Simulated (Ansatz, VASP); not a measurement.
## One calculation of Au, two programs

INCAR

```
SYSTEM = Au
PREC = Accurate
ENCUT = 520
EDIFF = 1E-6
ISMEAR = 0
SIGMA = 0.15
LREAL = .FALSE.
LASPH = .TRUE.
NELM = 100
ALGO = Fast
ISIF = 2
LWAVE = .FALSE.
LCHARG = .TRUE.
GGA = PE
LELF = .TRUE.
LVHAR = .TRUE.
NBANDS = 42
```

KPOINTS

```
Automatic mesh
0
G
  18 18 4
  0 0 0
```

Contents of POSCAR:

```
Au
1.0
    2.0455000000     -2.0455000000      0.0000000000
    2.0455000000      0.0000000000     -2.0455000000
    8.3263375673      8.3263375673      8.3263375673
Au
6
Direct
    0.6666666667      0.6666666667      0.0818723672
    0.0000000000      0.0000000000      0.9007598166
    0.3333333333      0.3333333333      0.2456498571
    0.6666666667      0.6666666667      0.5732048368
    0.0000000000      0.0000000000      0.4094273470
    0.3333333333      0.3333333333      0.7369823267
```

Input for Ansatz:

```yaml
crystal:
  lattice:
    - [2.0455, -2.0455, 0.0]
    - [2.0455, 0.0, -2.0455]
    - [8.3263375673, 8.3263375673, 8.3263375673]
  atoms:
    - { symbol: Au, position: [0.6666666667, 0.6666666667, 0.0818723672] }
    - { symbol: Au, position: [0.0, 0.0, 0.9007598166] }
    - { symbol: Au, position: [0.3333333333, 0.3333333333, 0.2456498571] }
    - { symbol: Au, position: [0.6666666667, 0.6666666667, 0.5732048368] }
    - { symbol: Au, position: [0.0, 0.0, 0.409427347] }
    - { symbol: Au, position: [0.3333333333, 0.3333333333, 0.7369823267] }
basis:
  ecutwfc: 420
kpoints:
  mp_grid: { grid: [18, 18, 4] }
hamiltonian:
  xc: pbe
scf:
  occupations: { method: gaussian, width: 0.15 }
output:
  forces: true
  stress: true
  eigenvalues: true
```

Alike in both runs: task single point; functional PBE; k mesh 18 × 18 × 4; occupations gaussian, width 0.15 eV; no spin polarisation.

|  | VASP | Ansatz |
| --- | --- | --- |
| version | VASP 6.6.1 | Ansatz 0.2.0 |
| potentials or method | VASP PAW PBE potentials, release 64 (Au), cutoff 520 eV | scalar-relativistic, plane waves, PAW |
| valence electrons in the cell | 66 | 114 |

|  | VASP | Ansatz | Ansatz less VASP |
| --- | --- | --- | --- |
| gap on the k mesh at the Fermi level (eV) | none | none | - |
| pressure (GPa) | 5.3 | 5.5 | +0.25 |
| traceless stress, the component that is largest in VASP (GPa) | -0.42 | -0.42 | +0.001 |
| rms of the force components (eV/Å) | 0.224 | 0.226 | +0.0019 |

Atom by atom the forces differ by 0.002 eV/Å (rms over components). A gap of «none» marks a metal or a gap that the smearing closes. VASP's potentials hold 66 valence electrons a cell and Ansatz's 114, so a difference there can come from the potentials and not from the codes.

Neither program's run includes spin-orbit coupling.
